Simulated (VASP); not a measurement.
The system is Ag.

```
Ag
1.0
     1.48397    0.85677    2.35418
    -1.48397    0.85677    2.35418
     0.00000   -1.71354    2.35418
Ag
1
Direct
  0.50000 0.50000 0.50000
```

- Program: VASP 6.6.1
- Task: relaxation of cell and atoms
- Functional: PBE
- Potentials or basis: VASP PAW PBE potentials, release 64 (Ag)
- Cutoff: 600 eV
- k mesh: 24 × 24 × 24
- Occupations: gaussian, width 0.1 eV
- Spin: no spin polarisation

At the start: pressure -0.6 GPa; volume 17.96 Å³/atom.

Problem. Where does the relaxation end?

Solution. Over 7 steps the energy falls by 3.3 meV/atom and the volume is 17.80 Å³/atom (-0.9 %); space group Fm-3m (No. 225, to 0.1 Å) before and after.

Step by step:
```csv
step,energy change (eV),largest force (eV/Å),pressure (GPa),volume (Å³)
1,0.0000,0.0000,-0.61,17.96
2,-0.0025,0.0000,0.22,17.78
3,-0.0029,0.0000,0.50,17.70
4,-0.0029,0.0000,0.74,17.68
5,-0.0032,0.0000,-0.21,17.84
6,-0.0033,0.0000,0.14,17.79
7,-0.0033,0.0000,0.04,17.80
```

Final structure:
```
Ag
1.0
     1.46482    0.84572    2.39454
    -1.46482    0.84572    2.39454
     0.00000   -1.69143    2.39454
Ag
1
Direct
  0.50000 0.50000 0.50000
```
